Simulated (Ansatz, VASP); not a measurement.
# W2Cl3 in VASP and in Ansatz

```
CELL_PARAMETERS angstrom
6.94080 0.00000 0.00000
-3.47040 6.01091 0.00000
0.00000 0.00000 7.36255
ATOMIC_POSITIONS crystal
W 0.79776 0.20224 0.00000
W 0.79776 0.59551 0.00000
W 0.40449 0.20224 0.00000
W 0.00000 0.00000 0.00000
Cl 0.50141 0.49859 0.77848
Cl 0.50141 0.00281 0.77848
Cl 0.99719 0.49859 0.77848
Cl 0.50141 0.49859 0.22152
Cl 0.50141 0.00281 0.22152
Cl 0.99719 0.49859 0.22152
```

Alike in both runs: functional PBE; k mesh 6 × 6 × 4; occupations gaussian, width 0.1 eV; no spin polarisation.

Ansatz relaxed the structure, and its values are those at the end. VASP's run is a single point on that final structure, the one shown.

|  | VASP | Ansatz |
| --- | --- | --- |
| version | VASP 6.6.1 | Ansatz 0.2.0 |
| potentials or method | VASP PAW PBE potentials, release 64 (W_sv, Cl), cutoff 520 eV | scalar-relativistic, plane waves, PAW |
| valence electrons in the cell | 98 | 98 |

```tsv
	VASP	Ansatz	Ansatz less VASP
gap on the k mesh at the Fermi level (eV)	none	none	-
pressure (GPa)	0.1	0.0	-0.14
rms of the force components (eV/Å)	0.027	0.003	-0.0244
```

A gap of «none» marks a metal or a gap that the smearing closes.

Neither program's run includes spin-orbit coupling.
